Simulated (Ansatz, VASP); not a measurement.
# WS2 in VASP and in Ansatz

The input INCAR:

```
  ALGO = Normal
  EDIFF = 1E-6
  ENCUT = 520
  GGA = PS
  ISIF = 2
  ISMEAR = 0
  LASPH = T
  LCHARG = F
  LREAL = F
  LWAVE = F
  NBANDS = 20
  NELM = 80
  PREC = Accurate
  SIGMA = 0.05
```

The input KPOINTS:

```
k-points
0
Gamma
  12 12 12
```

Contents of POSCAR:

```
WS2
1.0
    1.5790003843      0.9116362969      6.6563964000
   -1.5790003843      0.9116362969      6.6563964000
    0.0000000000     -1.8232725938      6.6563964000
W S
1 2
Direct
    0.0000000000      0.0000000000      0.0000000000
    0.7503000000      0.7503000000      0.7503000000
    0.5810000000      0.5810000000      0.5810000000
```

Input for Ansatz:

```yaml
crystal:
  lattice:
    - [1.5790003843, 0.9116362969, 6.6563964]
    - [-1.5790003843, 0.9116362969, 6.6563964]
    - [0.0, -1.8232725938, 6.6563964]
  atoms:
    - { symbol: W, position: [0.0, 0.0, 0.0] }
    - { symbol: S, position: [0.7503, 0.7503, 0.7503] }
    - { symbol: S, position: [0.581, 0.581, 0.581] }
basis:
  ecutwfc: 420
kpoints:
  mp_grid: { grid: [12, 12, 12] }
hamiltonian:
  xc: pbesol
scf:
  occupations: { method: gaussian, width: 0.05 }
output:
  forces: true
  stress: true
  eigenvalues: true
```

Change from the starting cell: strain +0.000 along x and y, +0.080 along z, atoms carried along.

Alike in both runs: task single point; functional PBEsol; k mesh 12 × 12 × 12; occupations gaussian, width 0.05 eV; no spin polarisation.

|  | VASP | Ansatz |
| --- | --- | --- |
| version | VASP 6.6.1 | Ansatz 0.2.0 |
| potentials or method | VASP PAW PBE potentials, release 64 (W_sv, S), cutoff 520 eV | scalar-relativistic, plane waves, PAW |
| valence electrons in the cell | 26 | 26 |

|  | VASP | Ansatz | Ansatz less VASP |
| --- | --- | --- | --- |
| gap on the k mesh at the Fermi level (eV) | 1.22 | 1.22 | -0.002 |
| least direct gap on the mesh (eV) | 2.06 | 2.06 | -0.004 |
| pressure (GPa) | -11.9 | -12.0 | -0.07 |
| traceless stress, the component that is largest in VASP (GPa) | -8.70 | -8.71 | -0.014 |
| rms of the force components (eV/Å) | 1.030 | 1.037 | +0.0071 |

VASP's potentials were made for PBE, not for PBEsol. Atom by atom the forces differ by 0.007 eV/Å (rms over components).

Neither program's run includes spin-orbit coupling.
